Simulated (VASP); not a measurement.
Ga, 1 atom in the cell. Symmetry: I4/mmm, No. 139, tetragonal system. The conventional cell has a = 2.780 Å, b = 2.780 Å, c = 4.413 Å, α = 90.00°, β = 90.00°, γ = 90.00°. Ga (site symmetry 4/mmm) has 12 Ga at 2.78 to 2.95 Å within 3.7 Å. 

```yaml
Program: VASP 6.6.1
Task: single point
Functional: PBE
Potentials_or_basis: VASP PAW PBE potentials, release 64 (Ga_d)
Cutoff: 520 eV
k_mesh: 16 × 16 × 16
Occupations: fermi-dirac, width 0.03 eV
Spin: no spin polarisation
Dipole_correction: no
Further_INCAR_settings: ALGO = Normal; EDIFF = 1e-07; NBANDS = 12
```

Potentials or basis: VASP PAW PBE potentials, release 64 (Ga_d).

Launch:

```sh
$ cat potpaw_PBE.64/Ga_d/POTCAR > POTCAR
$ mpirun -np 1 vasp_std > vasp.out
```

Hardware: 1 thread of Intel(R) Xeon(R) Platinum 8488C (Sapphire Rapids) (shared host).

**Question.** How long does it take, and how much memory?

**Answer.** Run time: 39 s on 1 thread of Intel(R) Xeon(R) Platinum 8488C (Sapphire Rapids), on a shared host, peak memory 0.19 GiB. Counts: scf iterations 11, k points 349.
